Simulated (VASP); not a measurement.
Wanted: the native input for a VASP 6.6.1 run.

```
Task                   : single point
Functional             : PBEsol
Potentials or basis    : VASP PAW PBE potentials, release 64 (Ti_sv, Co)
Cutoff                 : 520 eV
k mesh                 : 12 × 12 × 12
Occupations            : gaussian, width 0.15 eV
Spin                   : collinear spin, ferromagnetic start
Starting moments       : [0.7, 1.54, 1.54, 1.54] μB
Fixed moment           : 5.32 μB
Dipole correction      : no
Further INCAR settings : ALGO = Fast; EDIFF = 1e-06; NBANDS = 32
```

The structure of TiCo3 lies in POSCAR:

```
TiCo3
1.0
    3.5280257688      0.0000000000      0.0000000000
    0.0000000000      3.5280257688      0.0000000000
    0.0000000000      0.0000000000      3.5280257688
Ti Co
1 3
Direct
    0.0000000000      0.0000000000      0.0000000000
    0.0000000000      0.5000000000      0.5000000000
    0.5000000000      0.0000000000      0.5000000000
    0.5000000000      0.5000000000      0.0000000000
```

One way to write it, as run:

INCAR

```
PREC = Accurate ; ENCUT = 520
EDIFF = 1E-6 ; ISMEAR = 0
SIGMA = 0.15 ; LREAL = F
LASPH = T ; NELM = 150
ALGO = Fast ; ISIF = 2
LWAVE = F ; LCHARG = T
ISPIN = 2 ; MAGMOM = 0.7 1.54 1.54 1.54
LORBIT = 11 ; NUPDOWN = 5.32
LMAXMIX = 4 ; GGA = PS
LELF = T ; LVHAR = T
NBANDS = 32
```

KPOINTS

```
regular mesh
0
Gamma
  12 12 12
```

Potentials or basis: VASP PAW PBE potentials, release 64 (Ti_sv, Co).

Run with:

```bash
$ cat potpaw_PBE.64/Ti_sv/POTCAR potpaw_PBE.64/Co/POTCAR > POTCAR
$ mpirun -np 1 vasp_std > vasp.out
```

Results of the run:

```
Pressure                                              : 18.4 GPa
Net moment                                            : 5.32 μB per cell
Site moments                                          : Ti +0.23; Co +1.64 μB
Valence electrons inside the program's atomic spheres : Ti 10.55; Co 8.40
```

Caveat: the cell stands under pressure; the PAW data sets were made with another functional, which shifts forces and pressure a little; the total moment is fixed, so each spin has its own Fermi level and the state may be an excited one.

Wall time 2.9 min on 1 thread of Intel(R) Xeon(R) 6975P-C (Granite Rapids), on a shared host, peak memory 0.29 GiB.
